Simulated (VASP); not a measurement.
# LiF in VASP: a series of runs

LiF is run at these levels: LDA; tasks: single point.

All numbers are computed with VASP 6.6.1; they aren't measurements. Logs are shortened: lines on timing, memory, paths and dates and some standing lists are left out, and cuts for length are marked.

## Step 1: The cell of the first run

It takes space group Pm-3m (No. 221, cubic). Conventional cell: a = 2.624 Å, b = 2.624 Å, c = 2.624 Å, α = 90.00°, β = 90.00°, γ = 90.00°. Li (site symmetry m-3m) has 8 F at 2.27 Å and 6 Li at 2.62 Å within 3.0 Å. Within 3.0 Å of F (site symmetry m-3m) lie 8 Li at 2.27 Å and 6 F at 2.62 Å.

## Step 2: Single point, LDA (strain +0.025 along x and y, +0.025 along z)

File INCAR:

```
SYSTEM = LiF
PREC = Accurate
ENCUT = 520
EDIFF = 1E-7
ISMEAR = 0
SIGMA = 0.05
LREAL = .False.
LASPH = .True.
NELM = 100
ALGO = Normal
ISIF = 2
LWAVE = .False.
LCHARG = .False.
NBANDS = 12
```

File KPOINTS:

```
Automatic mesh
0
Gamma
  10 10 10
  0 0 0
```

File POSCAR:

```
LiF
1.0
    2.6235213250      0.0000000000      0.0000000000
    0.0000000000      2.6235213250      0.0000000000
    0.0000000000      0.0000000000      2.6235213250
Li F
1 1
Direct
    0.0000000000      0.0000000000      0.0000000000
    0.5000000000      0.5000000000      0.5000000000
```

Potentials or basis: VASP PAW LDA potentials, release 64 (Li_sv, F).

Started as:

```bash
$ cat potpaw_LDA.64/Li_sv/POTCAR potpaw_LDA.64/F/POTCAR > POTCAR
$ mpirun -np 1 vasp_std > vasp.out
```

OUTCAR:

```text
SYSTEM = LiF
   PREC = Accurate
   ENCUT = 520
   EDIFF = 1E-7
   ISMEAR = 0
   LREAL = .False.
   LASPH = .True.
   NELM = 100
   ISIF = 2

 ion  position               nearest neighbor table
   1  0.000  0.000  0.000-
   2  0.500  0.500  0.500-

  LATTYP: Found a simple cubic cell.
 ALAT       =     2.6235213250

  Lattice vectors:

 A1 = (   2.6235213250,   0.0000000000,   0.0000000000)
 A2 = (   0.0000000000,   2.6235213250,   0.0000000000)
 A3 = (   0.0000000000,   0.0000000000,   2.6235213250)

Analysis of symmetry for initial positions (statically):
=====================================================================
 Subroutine PRICEL returns:
 Original cell was already a primitive cell.

 Routine SETGRP: Setting up the symmetry group for a
 simple cubic supercell.

 Subroutine GETGRP returns: Found 48 space group operations
 (whereof 48 operations were pure point group operations)
 out of a pool of 48 trial point group operations.

The static configuration has the point symmetry O_h .

Analysis of symmetry for dynamics (positions and initial velocities):
=====================================================================
 Subroutine PRICEL returns:
 Original cell was already a primitive cell.

 Routine SETGRP: Setting up the symmetry group for a
 simple cubic supercell.

 Subroutine GETGRP returns: Found 48 space group operations
 (whereof 48 operations were pure point group operations)
 out of a pool of 48 trial point group operations.

The dynamic configuration has the point symmetry O_h .

 Subroutine INISYM returns: Found 48 space group operations
 (whereof 48 operations are pure point group operations),
 and found     1 'primitive' translations

----------------------------------------------------------------------------------------

                                     Primitive cell

  volume of cell :      18.0573

  direct lattice vectors                    reciprocal lattice vectors
     2.623521325  0.000000000  0.000000000     0.381167094  0.000000000  0.000000000
     0.000000000  2.623521325  0.000000000     0.000000000  0.381167094  0.000000000
     0.000000000  0.000000000  2.623521325     0.000000000  0.000000000  0.381167094

  length of vectors
     2.623521325  2.623521325  2.623521325     0.381167094  0.381167094  0.381167094

  position of ions in fractional coordinates (direct lattice)
     0.000000000  0.000000000  0.000000000
     0.500000000  0.500000000  0.500000000

  ion indices of the primitive-cell ions
   primitive index   ion index
                 1           1
                 2           2

----------------------------------------------------------------------------------------

 KPOINTS: Automatic mesh

Automatic generation of k-mesh.
 Grid dimensions read from file:
 generate k-points for:   10   10   10

 Generating k-lattice:

  Cartesian coordinates                     Fractional coordinates (reciprocal lattice)
     0.038116709  0.000000000  0.000000000     0.100000000  0.000000000  0.000000000
     0.000000000  0.038116709  0.000000000     0.000000000  0.100000000  0.000000000
     0.000000000  0.000000000  0.038116709     0.000000000  0.000000000  0.100000000

  Length of vectors
     0.038116709  0.038116709  0.038116709

  Shift w.r.t. Gamma in fractional coordinates (k-lattice)
     0.000000000  0.000000000  0.000000000

 Subroutine IBZKPT returns following result:
 ===========================================

 Found     56 irreducible k-points:

 Following reciprocal coordinates:
            Coordinates               Weight
  0.000000  0.000000  0.000000      1.000000
  0.100000  0.000000  0.000000      6.000000
  0.200000  0.000000  0.000000      6.000000
  0.300000  0.000000  0.000000      6.000000
  0.400000  0.000000  0.000000      6.000000
  0.500000  0.000000  0.000000      3.000000
[... 16 lines left out ...]
  0.200000  0.100000  0.100000     24.000000
  0.300000  0.100000  0.100000     24.000000
 [... further k-points ...]
   k-points           NKPTS =     56   k-points in BZ     NKDIM =     56   number of bands    NBANDS=     12
   number of dos      NEDOS =    301   number of ions     NIONS =      2
   total plane-waves  NPLWV =   8000
   dimension x,y,z NGX =    20 NGY =   20 NGZ =   20
   dimension x,y,z NGXF=    40 NGYF=   40 NGZF=   40
   ions per type =               1   1
   NGX,Y,Z   is equivalent  to a cutoff of  12.67, 12.67, 12.67 a.u.
   NGXF,Y,Z  is equivalent  to a cutoff of  25.35, 25.35, 25.35 a.u.
 SYSTEM =  LiF
   PREC   = accura    normal or accurate (medium, high low for compatibility)
   ISTART =      0    job   : 0-new  1-cont  2-samecut
   ICHARG =      2    charge: 1-file 2-atom 10-const
   ISPIN  =      1    spin polarized calculation?
   LNONCOLLINEAR =      F non collinear calculations
   LSORBIT =      F    spin-orbit coupling
   LASPH  =      T    aspherical Exc in radial PAW
   ENCUT  =  520.0 eV  38.22 Ry    6.18 a.u.   4.88  4.88  4.88*2*pi/ulx,y,z
   NELM   =    100;   NELMIN=  2; NELMDL= -5     # of ELM steps
   EDIFF  = 0.1E-06   stopping-criterion for ELM
   LREAL  =      F    real-space projection
   EDIFFG = 0.1E-05   stopping-criterion for IOM
   NSW    =      0    number of steps for IOM
   IBRION =     -1    ionic relax: 0-MD 1-quasi-New 2-CG
   NFREE  =      0    steps in history (QN), initial steepest desc. (CG)
   ISIF   =      2    stress and relaxation
   ISYM   =      2    0-nonsym 1-usesym 2-fastsym
   POTIM  = 0.5000    time-step for ionic-motion
   TEBEG  =    0.0;   TEEND  =   0.0 temperature during run
   PSTRESS=    0.0 pullay stress
   NELECT =      10.0000    total number of electrons
   NUPDOWN=      -1.0000    fix difference up-down
   EMIN   =  10.00;   EMAX   =-10.00  energy-range for DOS
   EFERMI =   0.00;   METHOD = LEGACY
   ISMEAR =     0;   SIGMA  =   0.05  broadening in eV -4-tet -1-fermi 0-gaus
   EFERMI_NEDOS =   21; number of points for ismear=-14 and -15
   IALGO  =     38    algorithm
   IMIX   =      4    mixing-type and parameters
     AMIX     =   0.40;   BMIX     =  1.00
     AMIX_MAG =   1.60;   BMIX_MAG =  1.00
  volume/ion in A,a.u.               =       9.03        60.93
  Fermi-wavevector in a.u.,A,eV,Ry     =   1.344385  2.540519 24.590765  1.807370
  Thomas-Fermi vector in A             =   2.472383
   LORBIT       =      0    0 simple, 1 ext, 2 COOP (PROOUT), +10 PAW based schemes
   GGA     = CA    functional components
   LHFCALC =     F    Hartree Fock is set to
   AEXX    =    0.0000 exact exchange contribution
   IVDW    =     0    specifies the selected vdW correction
   LEPSILON=     F    determine dielectric tensor
   LRPA    =     F    only Hartree local field effects (RPA)
 non-spin polarized calculation
 Gauss-broadening in eV      SIGMA  =   0.05
  energy-cutoff  :      520.00
  volume of cell :       18.06
 maximum number of plane-waves:       500
 NGX is ok and might be reduce to    20
   NGX =  9   NGY =  9   NGZ =  9

 number of electron      10.0000000 magnetization

 number of electron       9.9999981 magnetization

 Free energy of the ion-electron system (eV)
  ---------------------------------------------------
  ext. energy  EPLUGINS =         0.00000000
  ---------------------------------------------------
  free energy    TOTEN  =        -9.79523483 eV

  energy without entropy =       -9.79523483  energy(sigma->0) =       -9.79523483

 E-fermi :  -0.3235     XC(G=0): -10.2139

 val. band max:       -0.6960995895   @ k =   0.5000   0.5000   0.0000
 cond. band min:       6.0385740245   @ k =   0.0000   0.0000   0.0000
 fundamental gap:      6.7346736140
 Fermi energy:        -0.3235257313

 k-point     1 :       0.0000    0.0000    0.0000
  band No.  band energies     occupation
      1     -42.4410      2.00000
      2     -20.8102      2.00000
      3      -1.3096      2.00000
      4      -1.3096      2.00000
      5      -1.3096      2.00000
      6       6.0386      0.00000
      7      17.2768      0.00000
      8      17.2768      0.00000
      9      18.9895      0.00000
     10      18.9895      0.00000
     11      18.9895      0.00000
     12      35.9718      0.00000

 k-point     2 :       0.1000    0.0000    0.0000
  band No.  band energies     occupation
      1     -42.4372      2.00000
      2     -20.7730      2.00000
      3      -1.6433      2.00000
      4      -1.2764      2.00000
      5      -1.2764      2.00000
      6       6.2787      0.00000
      7      15.7792      0.00000
      8      17.4944      0.00000
      9      18.9595      0.00000
     10      18.9595      0.00000
     11      21.0198      0.00000
     12      34.4972      0.00000

 k-point     3 :       0.2000    0.0000    0.0000
  band No.  band energies     occupation
      1     -42.4272      2.00000
      2     -20.6726      2.00000
      3      -2.4265      2.00000
      4      -1.1883      2.00000
      5      -1.1883      2.00000
      6       6.8120      0.00000
      7      14.1766      0.00000
      8      18.1469      0.00000
      9      18.8706      0.00000
     10      18.8706      0.00000
     11      24.1982      0.00000
     12      31.2301      0.00000

 k-point     4 :       0.3000    0.0000    0.0000
  band No.  band energies     occupation
      1     -42.4148      2.00000
      2     -20.5443      2.00000
      3      -3.2728      2.00000
      4      -1.0768      2.00000
      5      -1.0768      2.00000
      6       7.3224      0.00000
      7      13.0627      0.00000
      8      18.7341      0.00000
      9      18.7341      0.00000
     10      19.2331      0.00000
     11      27.8332      0.00000
     12      27.9719      0.00000

 k-point     5 :       0.4000    0.0000    0.0000
  band No.  band energies     occupation
      1     -42.4048      2.00000
      2     -20.4366      2.00000
      3      -3.8920      2.00000
      4      -0.9845      2.00000
      5      -0.9845      2.00000
      6       7.6379      0.00000
      7      12.4375      0.00000
      8      18.6008      0.00000
      9      18.6008      0.00000
     10      20.7469      0.00000
     11      25.1533      0.00000
     12      30.4787      0.00000
[... 228 lines left out ...]
      1     -42.3668      2.00000
      2     -19.9306      2.00000
      3      -3.6964      2.00000
      4      -3.6964      2.00000
      5      -0.6961      2.00000
      6      11.8584      0.00000
      7      12.0417      0.00000
      8      12.0417      0.00000
      9      17.5960      0.00000
     10      21.8733      0.00000
     11      26.8037      0.00000
     12      26.8037      0.00000

 k-point    22 :       0.1000    0.1000    0.1000
  band No.  band energies     occupation
      1     -42.4298      2.00000
      2     -20.6968      2.00000
      3      -1.6655      2.00000
      4      -1.5285      2.00000
      5      -1.5285      2.00000
      6       6.7830      0.00000
      7      15.5496      0.00000
      8      15.5496      0.00000
      9      18.7885      0.00000
     10      21.8029      0.00000
     11      21.8029      0.00000
     12      31.5832      0.00000

 k-point    23 :       0.2000    0.1000    0.1000
  band No.  band energies     occupation
      1     -42.4200      2.00000
      2     -20.5946      2.00000
      3      -2.3622      2.00000
      4      -1.5310      2.00000
      5      -1.4246      2.00000
      6       7.3564      0.00000
      7      14.1254      0.00000
      8      15.7735      0.00000
      9      18.7740      0.00000
     10      21.8826      0.00000
     11      24.6887      0.00000
     12      29.2552      0.00000

 k-point    24 :       0.3000    0.1000    0.1000
  band No.  band energies     occupation
      1     -42.4080      2.00000
      2     -20.4639      2.00000
      3      -3.1987      2.00000
      4      -1.4407      2.00000
      5      -1.2927      2.00000
      6       7.9342      0.00000
      7      13.0067      0.00000
      8      16.0545      0.00000
      9      18.8259      0.00000
     10      21.9930      0.00000
     11      27.5225      0.00000
     12      27.6295      0.00000

 [... further k-points ...]

------------------------ aborting loop because EDIFF is reached ----------------------------------------

  FORCE on cell =-STRESS in cart. coord.  units (eV):
  Direction    XX          YY          ZZ          XY          YZ          ZX
  --------------------------------------------------------------------------------------
  -------------------------------------------------------------------------------------
  Total       -1.2626363     -1.2626363     -1.2626363      0.0000000      0.0000000      0.0000000
  in kB     -112.0301842   -112.0301842   -112.0301842      0.0000000      0.0000000      0.0000000
  external PRESSURE =    -112.0301842 kB  Pullay stress =       0.0000000 kB

 VOLUME and BASIS-vectors are now :
 -----------------------------------------------------------------------------
  energy-cutoff  :      520.00
  volume of cell :       18.06
      direct lattice vectors                 reciprocal lattice vectors
     2.623521325  0.000000000  0.000000000     0.381167094  0.000000000  0.000000000
     0.000000000  2.623521325  0.000000000     0.000000000  0.381167094  0.000000000
     0.000000000  0.000000000  2.623521325     0.000000000  0.000000000  0.381167094

 POSITION                                       TOTAL-FORCE (eV/Angst)
 -----------------------------------------------------------------------------------
      0.00000      0.00000      0.00000         0.000000      0.000000      0.000000
      1.31176      1.31176      1.31176         0.000000      0.000000      0.000000
 -----------------------------------------------------------------------------------
    total drift:                                0.000000      0.000000      0.000000

  FREE ENERGIE OF THE ION-ELECTRON SYSTEM (eV)
  ---------------------------------------------------
  free  energy   TOTEN  =        -9.7952348327 eV

  energy  without entropy=       -9.7952348327  energy(sigma->0) =       -9.79523483
```

It took 7.8 s on 1 thread of Intel Xeon 8259CL, shared host; peak memory 0.12 GiB.

What came out:

```yaml
Free_energy: -9.7952 eV
Band_gap_on_the_k_mesh: 6.73 eV (least direct gap 7.35 eV)
```

Caveat: the cell differs from its parent crystal (strain +0.025 along x and y, +0.025 along z); the cutoff is under 1.25 times the usual one of these potentials, so pressure, stress and relaxed cells hold a basis-set (Pulay) error. A k mesh can miss the band edges.

## Step 3: Single point, LDA (strain +0.050 along x and y, +0.050 along z)

File INCAR:

```
SYSTEM = LiF
ALGO     = Normal         ! electronic algorithm
EDIFF    = 1E-6           ! SCF threshold, eV
ENCUT    = 520            ! plane-wave cutoff, eV
GGA      = CA             ! functional
ISIF     = 2              ! what is computed and relaxed
ISMEAR   = 0              ! smearing method
LASPH    = .TRUE.         ! aspherical terms in the spheres
LCHARG   = .FALSE.        ! write CHGCAR
LREAL    = .FALSE.        ! projectors in reciprocal space
LWAVE    = .FALSE.        ! write WAVECAR
NBANDS   = 12             ! bands
NELM     = 60             ! most SCF steps
PREC     = Accurate       ! precision mode
SIGMA    = 0.05           ! smearing width, eV
```

File KPOINTS:

```
k-points
0
G
  10 10 10
  0 0 0
```

File POSCAR:

```
LiF
1.0
    2.6875096500      0.0000000000      0.0000000000
    0.0000000000      2.6875096500      0.0000000000
    0.0000000000      0.0000000000      2.6875096500
Li F
1 1
Direct
    0.0000000000      0.0000000000      0.0000000000
    0.5000000000      0.5000000000      0.5000000000
```

Potentials or basis: VASP PAW LDA potentials, release 64 (Li_sv, F).

Started as:

```bash
$ cat potpaw_LDA.64/Li_sv/POTCAR potpaw_LDA.64/F/POTCAR > POTCAR
$ mpirun -np 1 vasp_std > vasp.out
```

Wall time 6.6 s (1 thread of Intel Xeon 8259CL, shared host); peak memory 0.12 GiB.

The run converged. Its results:

```yaml
Free_energy: -9.6946 eV
Band_gap_on_the_k_mesh: 6.23 eV (least direct gap 6.78 eV)
```

Levels at points of the mesh, in eV from the valence-band top:
```csv
k point,band 2,band 3,band 4,band 5,band 6,band 7,band 8,band 9
"(0.00, 0.00, 0.00)",-19.85,-0.55,-0.55,-0.55,6.23,17.54,17.54,18.91
"(0.50, 0.00, 0.00)",-19.49,-3.12,-0.23,-0.23,8.11,12.23,18.60,18.60
"(0.50, 0.50, 0.00)",-19.11,-2.71,-2.71,0.00,12.11,12.23,12.23,17.57
"(0.50, 0.50, 0.50)",-18.78,-1.87,-1.87,-1.87,10.34,10.34,10.34,21.67
```

Caveat: the cell differs from its parent crystal (strain +0.050 along x and y, +0.050 along z); the cutoff is under 1.25 times the usual one of these potentials, so pressure, stress and relaxed cells hold a basis-set (Pulay) error. A k mesh can miss the band edges.

## Step 4: Single point, LDA (strain -0.050 along x and y, -0.025 along z)

File INCAR:

```
PREC     = Accurate       # precision mode
ENCUT    = 520            # plane-wave cutoff, eV
EDIFF    = 1E-7           # SCF threshold, eV
ISMEAR   = 0              # smearing method
SIGMA    = 0.05           # smearing width, eV
LREAL    = False          # projectors in reciprocal space
LASPH    = True           # aspherical terms in the spheres
NELM     = 60             # most SCF steps
ALGO     = Normal         # electronic algorithm
ISIF     = 2              # what is computed and relaxed
LWAVE    = False          # write WAVECAR
LCHARG   = False          # write CHGCAR
GGA      = CA             # functional
NBANDS   = 12             # bands
```

File KPOINTS:

```
Automatic mesh
0
Gamma
  10 10 10
```

File POSCAR:

```
LiF
1.0
    2.4315563500      0.0000000000      0.0000000000
    0.0000000000      2.4315563500      0.0000000000
    0.0000000000      0.0000000000      2.4955446750
Li F
1 1
Direct
    0.0000000000      0.0000000000      0.0000000000
    0.5000000000      0.5000000000      0.5000000000
```

Started as:

```bash
$ cat potpaw_LDA.64/Li_sv/POTCAR potpaw_LDA.64/F/POTCAR > POTCAR
$ mpirun -np 1 vasp_std > vasp.out
```

Wall time 13 s (1 thread of Intel Xeon 8259CL, shared host); peak memory 0.12 GiB.

The run converged. Its results:

* Free energy: -9.9067 eV
* Band gap on the k mesh: 8.37 eV (least direct gap 9.16 eV)

Levels at points of the mesh, in eV from the valence-band top:
```
           k point  band 2  band 3  band 4  band 5  band 6  band 7  band 8  band 9
(0.00, 0.00, 0.00)  -21.07   -1.12   -0.79   -0.79    8.37   18.77   19.45   21.40
(0.50, 0.00, 0.00)  -20.44   -4.45   -0.57   -0.30    9.28   15.22   20.38   21.46
(0.50, 0.50, 0.00)  -19.66   -4.00   -4.00   -0.20   13.89   14.17   14.17   20.06
(0.00, 0.00, 0.50)  -20.56   -4.44   -0.35   -0.35    9.51   14.85   21.15   21.15
(0.50, 0.00, 0.50)  -19.76   -4.12   -4.02    0.00   13.71   13.98   14.43   20.57
(0.50, 0.50, 0.50)  -19.12   -2.85   -2.85   -2.73   10.82   10.82   11.03   25.12
```

Caveat: the cell differs from its parent crystal (strain -0.050 along x and y, -0.025 along z); the cutoff is under 1.25 times the usual one of these potentials, so pressure, stress and relaxed cells hold a basis-set (Pulay) error. A k mesh can miss the band edges.

## Step 5: Summary

| cell | gap on the mesh (eV) |
| --- | --- |
| a = 2.624 Å, 2 atoms | 6.73 |
| a = 2.688 Å, 2 atoms | 6.23 |
| a = 2.432, b = 2.432, c = 2.496 Å, 2 atoms | 8.37 |

Alike in all rows: task single point; level LDA; potentials or basis VASP PAW LDA potentials, release 64 (Li_sv, F); no spin polarisation; k mesh 10 × 10 × 10; cutoff (eV) 520; smearing gaussian 0.05 eV.

Caveats: the cutoff is under 1.25 times the usual one of these potentials, so pressure, stress and relaxed cells hold a basis-set (Pulay) error.

Total energies depend on the potentials used, so only differences within one code and one set of settings carry meaning.
